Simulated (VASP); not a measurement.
Write the native input for VASP 6.6.1 that does the following.

```
Task                   : single point
Functional             : PBEsol
Potentials or basis    : VASP PAW PBE potentials, release 64 (Sc_sv)
Cutoff                 : 520 eV
k mesh                 : 18 × 18 × 10
Occupations            : fermi-dirac, width 0.1 eV
Spin                   : no spin polarisation
Dipole correction      : no
Further INCAR settings : ALGO = Normal; EDIFF = 1e-07; NBANDS = 18
```

The structure of Sc lies in POSCAR:

```
Sc
1.0
    3.1855606448      0.0000000000      0.0000000000
   -1.5927803224      2.7587764437      0.0000000000
    0.0000000000      0.0000000000      4.9654128441
Sc
2
Direct
    0.3333333333      0.6666666667      0.2500000000
    0.6666666667      0.3333333333      0.7500000000
```

One way to write it, as run:

INCAR

```
SYSTEM = Sc
PREC = Accurate
ENCUT = 520
EDIFF = 1E-7
ISMEAR = -1
SIGMA = 0.1
LREAL = .False.
LASPH = .True.
NELM = 100
ALGO = Normal
ISIF = 2
LWAVE = .False.
LCHARG = .False.
GGA = PS
NBANDS = 18
```

KPOINTS

```
regular mesh
0
Gamma
  18 18 10
  0 0 0
```

Potentials or basis: VASP PAW PBE potentials, release 64 (Sc_sv).

Command:

```sh
$ cat potpaw_PBE.64/Sc_sv/POTCAR > POTCAR
$ mpirun -np 1 vasp_std > vasp.out
```

It gave:

```json
{
  "Pressure": "5.4 GPa",
  "Band gap on the k mesh": "zero (bands 11 and 12 overlap by 1.69 eV)"
}
```

Caveat: the cell stands under pressure; the PAW data sets were made with another functional, which shifts forces and pressure a little.

It took 91 s on 1 thread of AMD EPYC 9R45 96-Core Processor (Zen 5), on a shared host, peak memory 0.24 GiB.
